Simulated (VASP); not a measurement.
# Fe (Im-3m) in VASP: a series of runs, part 2 of 2

VASP 6.6.1. The steps go on from the part before.

## 3. Single point, revPBE+D4, collinear spin, ferromagnetic start

This run uses another cell than the first one, of 11.07 Å³/atom, 1.026 times its volume.

INCAR reads:

```
ALGO = Normal
EDIFF = 1E-6
ENCUT = 520
GGA = RE
ISIF = 2
ISMEAR = -1
ISPIN = 2
IVDW = 13
LASPH = True
LCHARG = False
LMAXMIX = 4
LORBIT = 11
LREAL = False
LWAVE = False
MAGMOM = 3
NBANDS = 14
NELM = 150
PREC = Accurate
SIGMA = 0.05
```

KPOINTS reads:

```
k-points
0
Gamma
  13 13 13
```

POSCAR reads:

```
Fe
1.0
   -1.4040743144      1.4040743144      1.4040743144
    1.4040743144     -1.4040743144      1.4040743144
    1.4040743144      1.4040743144     -1.4040743144
Fe
1
Direct
    0.0000000000      0.0000000000      0.0000000000
```

Potentials or basis: VASP PAW PBE potentials, release 64 (Fe).

The run is started by

```sh
> cat potpaw_PBE.64/Fe/POTCAR > POTCAR
> mpirun -np 1 vasp_std > vasp.out
```

OUTCAR:

```text
EDIFF = 1E-6
   ENCUT = 520
   GGA = RE
   ISIF = 2
   ISMEAR = -1
   ISPIN = 2
   IVDW = 13
   LASPH = True
   LORBIT = 11
   LREAL = False
   NELM = 150
   PREC = Accurate

 ion  position               nearest neighbor table
   1  0.000  0.000  0.000-

  LATTYP: Found a body centered cubic cell.
 ALAT       =     2.8081486288

  Lattice vectors:

 A1 = (  -1.4040743144,   1.4040743144,   1.4040743144)
 A2 = (   1.4040743144,  -1.4040743144,   1.4040743144)
 A3 = (   1.4040743144,   1.4040743144,  -1.4040743144)

Analysis of symmetry for initial positions (statically):
=====================================================================
 Subroutine PRICEL returns:
 Original cell was already a primitive cell.

 Routine SETGRP: Setting up the symmetry group for a
 body centered cubic supercell.

 Subroutine GETGRP returns: Found 48 space group operations
 (whereof 48 operations were pure point group operations)
 out of a pool of 48 trial point group operations.

The static configuration has the point symmetry O_h .

Analysis of symmetry for dynamics (positions and initial velocities):
=====================================================================
 Subroutine PRICEL returns:
 Original cell was already a primitive cell.

 Routine SETGRP: Setting up the symmetry group for a
 body centered cubic supercell.

 Subroutine GETGRP returns: Found 48 space group operations
 (whereof 48 operations were pure point group operations)
 out of a pool of 48 trial point group operations.

The dynamic configuration has the point symmetry O_h .

Analysis of structural, dynamic, and magnetic symmetry:
=====================================================================
 Subroutine PRICEL returns:
 Original cell was already a primitive cell.

 Routine SETGRP: Setting up the symmetry group for a
 body centered cubic supercell.

 Subroutine GETGRP returns: Found 48 space group operations
 (whereof 48 operations were pure point group operations)
 out of a pool of 48 trial point group operations.

The overall configuration has the point symmetry O_h .

 Subroutine INISYM returns: Found 48 space group operations
 (whereof 48 operations are pure point group operations),
 and found     1 'primitive' translations

----------------------------------------------------------------------------------------

                                     Primitive cell

  volume of cell :      11.0721

  direct lattice vectors                    reciprocal lattice vectors
    -1.404074314  1.404074314  1.404074314     0.000000000  0.356106507  0.356106507
     1.404074314 -1.404074314  1.404074314     0.356106507  0.000000000  0.356106507
     1.404074314  1.404074314 -1.404074314     0.356106507  0.356106507  0.000000000

  length of vectors
     2.431928050  2.431928050  2.431928050     0.503610652  0.503610652  0.503610652

  position of ions in fractional coordinates (direct lattice)
     0.000000000  0.000000000  0.000000000

  ion indices of the primitive-cell ions
   primitive index   ion index
                 1           1

----------------------------------------------------------------------------------------

 KPOINTS: k-points

Automatic generation of k-mesh.
 Grid dimensions read from file:
 generate k-points for:   13   13   13

 Generating k-lattice:

[... 69 lines left out ...]
   POTIM  = 0.5000    time-step for ionic-motion
   TEBEG  =    0.0;   TEEND  =   0.0 temperature during run
   PSTRESS=    0.0 pullay stress
   NELECT =       8.0000    total number of electrons
   NUPDOWN=      -1.0000    fix difference up-down
   EMIN   =  10.00;   EMAX   =-10.00  energy-range for DOS
   EFERMI =   0.00;   METHOD = LEGACY
   ISMEAR =    -1;   SIGMA  =   0.05  broadening in eV -4-tet -1-fermi 0-gaus
   EFERMI_NEDOS =   21; number of points for ismear=-14 and -15
   IALGO  =     38    algorithm
   IMIX   =      4    mixing-type and parameters
     AMIX     =   0.40;   BMIX     =  1.00
     AMIX_MAG =   1.60;   BMIX_MAG =  1.00
  volume/ion in A,a.u.               =      11.07        74.72
  Fermi-wavevector in a.u.,A,eV,Ry     =   1.469021  2.776048 29.361690  2.158023
  Thomas-Fermi vector in A             =   2.584449
   LORBIT       =     11    0 simple, 1 ext, 2 COOP (PROOUT), +10 PAW based schemes
   GGA     = RE    functional components
   LHFCALC =     F    Hartree Fock is set to
   AEXX    =    0.0000 exact exchange contribution
   IVDW    =    13    specifies the selected vdW correction
   LEPSILON=     F    determine dielectric tensor
   LRPA    =     F    only Hartree local field effects (RPA)
 spin polarized calculation
  energy-cutoff  :      520.00
  volume of cell :       11.07
 maximum number of plane-waves:       321
 NGX is ok and might be reduce to    18
   NGX =  9   NGY =  9   NGZ =  9

 number of electron       8.0000007 magnetization       2.1147352

 Free energy of the ion-electron system (eV)
  ---------------------------------------------------
  ext. energy  EPLUGINS =         0.00000000
  ---------------------------------------------------
  free energy    TOTEN  =        -7.84596136 eV

  energy without entropy =       -7.83734917  energy(sigma->0) =       -7.84165526

 E-fermi :   6.1987     XC(G=0): -13.2009

 val. band max:        6.1955729082   @ k =  -0.3846   0.3846   0.0769
 cond. band min:       6.2030160431   @ k =  -0.3846   0.4615   0.3077
 fundamental gap:      0.0074431349
 Fermi energy:         6.1986817478

 spin component 1

 k-point     1 :       0.0000    0.0000    0.0000
  band No.  band energies     occupation
      1      -2.3771      1.00000
      2       3.8432      1.00000
      3       3.8432      1.00000
      4       3.8432      1.00000
      5       5.0747      1.00000
      6       5.0747      1.00000
      7      31.4552      0.00000
      8      31.4552      0.00000
      9      31.4552      0.00000
     10      36.7077      0.00000
     11      36.7077      0.00000
     12      39.2082      0.00000
     13      39.2082      0.00000
     14      39.2082      0.00000
[... 379 lines left out ...]
      3       3.3998      1.00000
      4       5.0386      1.00000
      5       5.1887      1.00000
      6       6.3747      0.02875
      7      19.8958      0.00000
      8      23.9345      0.00000
      9      26.0719      0.00000
     10      33.3140      0.00000
     11      37.6584      0.00000
     12      39.8048      0.00000
     13      41.7603      0.00000
     14      45.2783      0.00000

 [... further k-points ...]

 spin component 2

 k-point     1 :       0.0000    0.0000    0.0000
  band No.  band energies     occupation
      1      -2.2498      1.00000
      2       5.6927      0.99996
      3       5.6928      0.99996
      4       5.6928      0.99996
      5       7.8503      0.00000
      6       7.8505      0.00000
      7      31.1507      0.00000
      8      31.1507      0.00000
      9      31.1507      0.00000
     10      36.8697      0.00000
     11      36.8697      0.00000
     12      39.7907      0.00000
     13      39.7907      0.00000
     14      39.7907      0.00000
[... 379 lines left out ...]
      3       4.9205      1.00000
      4       7.6408      0.00000
      5       7.9802      0.00000
      6       8.2717      0.00000
      7      20.6007      0.00000
      8      24.2708      0.00000
      9      26.7337      0.00000
     10      33.2782      0.00000
     11      38.1792      0.00000
     12      39.9990      0.00000
     13      42.0213      0.00000
     14      45.7527      0.00000

 [... further k-points ...]

------------------------ aborting loop because EDIFF is reached ----------------------------------------

  DFT-D4 for vdW energy calculation

  Edisp (eV):   -0.60266

  FORCE on cell =-STRESS in cart. coord.  units (eV):
  Direction    XX          YY          ZZ          XY          YZ          ZX
  --------------------------------------------------------------------------------------
  -------------------------------------------------------------------------------------
  Total      -0.00930    -0.00930    -0.00930     0.00000     0.00000     0.00000
  in kB      -1.34524    -1.34524    -1.34524     0.00000     0.00000     0.00000
  external pressure =       -1.35 kB  Pullay stress =        0.00 kB

 VOLUME and BASIS-vectors are now :
 -----------------------------------------------------------------------------
  energy-cutoff  :      520.00
  volume of cell :       11.07
      direct lattice vectors                 reciprocal lattice vectors
    -1.404074314  1.404074314  1.404074314     0.000000000  0.356106507  0.356106507
     1.404074314 -1.404074314  1.404074314     0.356106507  0.000000000  0.356106507
     1.404074314  1.404074314 -1.404074314     0.356106507  0.356106507  0.000000000

 POSITION                                       TOTAL-FORCE (eV/Angst)
 -----------------------------------------------------------------------------------
      0.00000      0.00000      0.00000        -0.000000      0.000000      0.000000
 -----------------------------------------------------------------------------------
    total drift:                                0.000000      0.000000      0.000000

  FREE ENERGIE OF THE ION-ELECTRON SYSTEM (eV)
  ---------------------------------------------------
  free  energy   TOTEN  =        -8.4486226948 eV

  energy  without entropy=       -8.4400105130  energy(sigma->0) =       -8.44431660

 total charge

# of ion       s       p       d       tot
------------------------------------------
    1        0.498   0.565   6.256   7.319

 magnetization (x)

# of ion       s       p       d       tot
------------------------------------------
    1       -0.015  -0.061   2.187   2.111
```

stdout:

```text
POSCAR found type information on POSCAR Fe
 POSCAR found :  1 types and       1 ions
 scaLAPACK will be used
 -----------------------------------------------------------------------------
|                                                                             |
|                                                                             |
|     You enforced a specific xc type in the INCAR file but a different       |
|     I HOPE YOU KNOW WHAT YOU ARE DOING!                                     |
|                                                                             |
 -----------------------------------------------------------------------------

 LDA part: xc-table for (Slater+PW92), standard interpolation
 POSCAR, INCAR and KPOINTS ok, starting setup
 FFT: planning ... GRIDC
 FFT: planning ... GRID_SOFT
 FFT: planning ... GRID
 WAVECAR not read
 entering main loop
```

Wall time 12 s (1 thread of Intel Xeon 6975P-C (Granite Rapids), shared host); peak memory 0.13 GiB.

What came out:

* Free energy: -8.4486 eV
* Pressure: -0.1 GPa
* Net moment: 2.11 μB per cell
* Site moments: Fe +2.11 μB
* Valence electrons inside the program's atomic spheres: Fe 7.32
* Dispersion energy per atom: -0.603 eV

Caveat: the PAW data sets were made with another functional, which shifts forces and pressure a little; pairwise dispersion overbinds metals, which lowers pressure and volume.

## 4. Single point, PBE, collinear spin, ferromagnetic start

This run uses another cell than the first one, of 12.02 Å³/atom, 1.114 times its volume.

INCAR reads:

```
PREC = Accurate ; ENCUT = 520
EDIFF = 1E-7 ; ISMEAR = 0
SIGMA = 0.020999999999999998 ; LREAL = F
LASPH = T ; NELM = 150
ALGO = Fast ; ISIF = 2
LWAVE = F ; LCHARG = F
ISPIN = 2 ; MAGMOM = 3
LORBIT = 11 ; LMAXMIX = 4
GGA = PE ; NBANDS = 14
```

KPOINTS reads:

```
Automatic mesh
0
Gamma
  13 13 13
```

POSCAR reads:

```
Fe
1.0
   -1.4430000000      1.4430000000      1.4430000000
    1.4430000000     -1.4430000000      1.4430000000
    1.4430000000      1.4430000000     -1.4430000000
Fe
1
Direct
    0.0000000000      0.0000000000      0.0000000000
```

The run is started by

```sh
> cat potpaw_PBE.64/Fe/POTCAR > POTCAR
> mpirun -np 1 vasp_std > vasp.out
```

Run time: 16 s. Hardware: 1 thread of Intel Xeon 6975P-C (Granite Rapids), shared host; peak memory 0.14 GiB.

It converged, with:

```
Free energy                                           : -8.2163 eV
Pressure                                              : -9.3 GPa
Net moment                                            : 2.28 μB per cell
Site moments                                          : Fe +2.29 μB
Valence electrons inside the program's atomic spheres : Fe 7.16
```

Levels at points of the mesh, in eV from the Fermi level:
Spin up:
| k point | band 3 | band 4 | band 5 | band 6 | band 7 | band 8 |
| --- | --- | --- | --- | --- | --- | --- |
| (0.00, 0.00, 0.00) | -2.18 | -2.18 | -1.07 | -1.07 | 24.53 | 24.53 |
Spin down:
```csv
k point,band 1,band 2,band 3,band 4,band 5,band 6,band 7,band 8
"(0.00, 0.00, 0.00)",-7.91,-0.16,-0.16,-0.16,1.76,1.76,24.23,24.23
```

## 5. Summary

| level | cell | smearing | gap on the mesh (eV) | pressure (GPa) | moment (μB) |
| --- | --- | --- | --- | --- | --- |
| PBEsol | a = 2.411 Å, angles 109.5°, 1 atom | fermi-dirac 0.05 eV | none | 0.1 | 2.07 |
| revPBE+D4 | a = 2.432 Å, angles 109.5°, 1 atom | fermi-dirac 0.05 eV | none | -0.1 | 2.11 |
| PBE | a = 2.499 Å, angles 109.5°, 1 atom | gaussian 0.021 eV | none | -9.3 | 2.28 |

Alike in all rows: task single point; potentials or basis VASP PAW PBE potentials, release 64 (Fe); spin collinear, ferromagnetic start; k mesh 13 × 13 × 13; cutoff (eV) 520.

Caveats: the PAW data sets were made with another functional, which shifts forces and pressure a little (some runs); pairwise dispersion overbinds metals, which lowers pressure and volume (some runs).

Total energies depend on the potentials used, so only differences within one code and one set of settings carry meaning.
